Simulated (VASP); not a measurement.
A run of VASP 6.6.1 is set up as follows.

Contents of INCAR:

```
PREC = Accurate ; ENCUT = 520
EDIFF = 1E-6 ; ISMEAR = -1
SIGMA = 0.02 ; LREAL = Auto
LASPH = True ; NELM = 60
ALGO = Normal ; ISIF = 2
LWAVE = False ; LCHARG = False
GGA = PS ; NBANDS = 72
```

Contents of KPOINTS:

```
Automatic mesh
0
Gamma
  1 1 1
```

POSCAR

```
H22CO12
1.0
    7.7854430000      0.0000000000      0.0000000000
    0.0000000000      7.7854430000      0.0000000000
    0.0000000000      0.0000000000      7.7854430000
O H C
12 22 1
Direct
    0.8212891675      0.2419900833      0.2997003510
    0.0708887086      0.5561404791      0.1647947329
    0.3761378768     -0.0115343469      0.0886269413
    0.4993036363      0.2759894331      0.9641326768
    0.4797543313      0.6774309439      0.8979193605
    0.6667828664      0.6109222044      0.5200731673
    0.8511397489      0.5699226107      0.7995563001
    0.6737060434     -0.0298377369      0.5827927839
    0.2011317789      0.4093537131      0.8186432037
   -0.1172572967      0.1811714504      0.8346217421
    0.8451413747      0.7618834278      0.1002897330
    0.8924219213      0.9430677227      0.2987113257
    0.9157346602      0.3142274627      0.2995847507
    0.8622245388      0.1280980414      0.3242204715
    0.0272688401      0.5215888165      0.0449685394
    0.1935278442      0.5707189687      0.1667599390
    0.2531904736      0.0026844972      0.1296650685
    0.4083518433      0.0933408671      0.0422455087
    0.3938504206      0.3609556964      0.9698099389
    0.5707703467      0.2984544361      0.8698670069
    0.5079736632      0.7668413987      0.9845040289
    0.4640840605      0.7499765909      0.7958057107
    0.7842842084      0.5810330896      0.4880133346
    0.6079551286      0.6953618439      0.4405015874
    0.8773553412      0.6705591448      0.8769443177
    0.7275115880      0.5608672493      0.8271205633
    0.6213262367      0.0010660922      0.4718292845
    0.7401377160     -0.1519502487      0.5657353088
    0.2798941563      0.4748092048      0.7365926383
    0.0893847659      0.3777691263      0.7383137992
   -0.1422526631      0.3045298771      0.8200946305
   -0.1838302586      0.1368965131      0.7345503653
    0.9329334246      0.6909690303      0.1578587114
    0.7675221564      1.0187345794      0.0823074551
    0.8217258800      0.9122538050      0.1598367620
```

Potentials or basis: VASP PAW PBE potentials, release 64 (O, H, C).

The run is started by

```bash
$ cat potpaw_PBE.64/O/POTCAR potpaw_PBE.64/H/POTCAR potpaw_PBE.64/C/POTCAR > POTCAR
$ mpirun -np 1 vasp_gam > vasp.out
```

**Question.** What does it give for the largest force?

**Answer.** 4.821 eV/Å.

**Question.** What does it give for the pressure?

**Answer.** -0.1 GPa.

Stress tensor (GPa, compression positive):
```
-1.94  0.95 -0.68
 0.95  1.84  0.18
-0.68  0.18 -0.31
```

Caveat: the k points lie up to 0.81 Å⁻¹ apart; the PAW data sets were made with another functional, which shifts forces and pressure a little.
